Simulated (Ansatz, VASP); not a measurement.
# One calculation of NbCuP2, two programs

```
Nb Cu P
1.0
     3.56984    0.00000    0.00000
    -1.78492    3.09157    0.00000
     0.00000    0.00000    5.54299
Nb Cu P
1 1 2
Direct
  0.33333 0.66667 0.50000
  0.33333 0.66667 0.00000
  0.00000 0.00000 0.76828
  0.00000 0.00000 0.23172
```

Alike in both runs: functional PBE; k mesh 18 × 18 × 8; occupations fermi-dirac, width 0.15 eV; no spin polarisation.

Ansatz relaxed the structure, and its values are those at the end. VASP's run is a single point on that final structure, the one shown.

|  | VASP | Ansatz |
| --- | --- | --- |
| version | VASP 6.6.1 | Ansatz 0.2.0 |
| potentials or method | VASP PAW PBE potentials, release 64 (Nb_sv, Cu, P), cutoff 520 eV | scalar-relativistic, plane waves, PAW |
| valence electrons in the cell | 34 | 42 |

|  | VASP | Ansatz | Ansatz less VASP |
| --- | --- | --- | --- |
| gap on the k mesh at the Fermi level (eV) | none | none | - |
| pressure (GPa) | -0.1 | 0.0 | +0.12 |
| rms of the force components (eV/Å) | 0.008 | 0.000 | -0.0081 |

A gap of «none» marks a metal or a gap that the smearing closes. The functional is the same, so the differences come from potentials, cutoffs and numerics. VASP's potentials hold 34 valence electrons a cell and Ansatz's 42, so a difference there can come from the potentials and not from the codes.
